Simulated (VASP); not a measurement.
A run of VASP 6.6.1:

The input INCAR:

```
PREC = Accurate ; ENCUT = 500
EDIFF = 1E-6 ; ISMEAR = -1
SIGMA = 0.1 ; LREAL = F
LASPH = T ; NELM = 120
ALGO = Normal ; ISIF = 2
LWAVE = F ; LCHARG = F
GGA = PE ; NBANDS = 19
GGA_COMPAT = F
```

File KPOINTS:

```
regular mesh
0
Gamma
  4 8 8
```

Contents of POSCAR:

```
Cr
1.0
   -2.8500000000      2.8500000000      2.8500000000
    0.0000000000      0.0000000000      2.8500000000
    0.0000000000      2.8500000000      0.0000000000
Cr
2
Direct
    0.0000000000      0.0000000000      0.0000000000
    0.5000000000      0.0000000000      0.0000000000
```

Potentials or basis: VASP PAW PBE potentials, release 64 (Cr_pv).

Command:

```bash
$ cat potpaw_PBE.64/Cr_pv/POTCAR > POTCAR
$ mpirun -np 1 vasp_std > vasp.out
```

Hardware: 1 thread of AMD EPYC 7R43 64-Core Processor (Zen 3) (shared host).

Problem. Estimate the wall time of this run.

Solution. Wall time 13 s on 1 thread of AMD EPYC 7R43 64-Core Processor (Zen 3), with other jobs on the host, peak memory 0.11 GiB. Counts: scf iterations 11, k points 19.
